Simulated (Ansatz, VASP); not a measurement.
**Re: VASP beside Ansatz**

The input INCAR:

```
PREC = Accurate ; ENCUT = 520
EDIFF = 1E-6 ; ISMEAR = 0
SIGMA = 0.15 ; LREAL = False
LASPH = True ; NELM = 60
ALGO = Normal ; ISIF = 2
LWAVE = False ; LCHARG = False
GGA = PE ; NBANDS = 10
```

KPOINTS

```
regular mesh
0
Gamma
  10 10 10
```

Contents of POSCAR:

```
Re
1.0
    0.0000000000      2.1406258242      1.7422553583
    2.1406258242      0.0000000000      1.7422553583
    2.1406258242      2.1406258242      0.0000000000
Re
1
Direct
    0.0000000000      0.0000000000      0.0000000000
```

Input for Ansatz:

```yaml
crystal:
  lattice:
    - [0.0, 2.1406258242, 1.7422553583]
    - [2.1406258242, 0.0, 1.7422553583]
    - [2.1406258242, 2.1406258242, 0.0]
  atoms:
    - { symbol: Re, position: [0.0, 0.0, 0.0] }
basis:
  ecutwfc: 420
kpoints:
  mp_grid: { grid: [10, 10, 10] }
hamiltonian:
  xc: pbe
scf:
  occupations: { method: gaussian, width: 0.15 }
output:
  forces: true
  stress: true
  eigenvalues: true
```

Alike in both runs: task single point; functional PBE; k mesh 10 × 10 × 10; occupations gaussian, width 0.15 eV; no spin polarisation.

|  | VASP | Ansatz |
| --- | --- | --- |
| version | VASP 6.6.1 | Ansatz 0.2.0 |
| potentials or method | VASP PAW PBE potentials, release 64 (Re), cutoff 520 eV | scalar-relativistic, plane waves, PAW |
| valence electrons in the cell | 7 | 15 |

Ansatz gave:

* gap on the k mesh at the Fermi level (eV): none
* pressure (GPa): -17.1
* traceless stress, the component that is largest in VASP (GPa): 9.81

Question: Which values does VASP return?

Answer: gap on the k mesh at the Fermi level (eV): none; pressure (GPa): -17.8; traceless stress, the component that is largest in VASP (GPa): 10.19.

A gap of «none» marks a metal or a gap that the smearing closes. VASP's potentials hold 7 valence electrons a cell and Ansatz's 15, so a difference there can come from the potentials and not from the codes.

Spin-orbit coupling is off throughout.
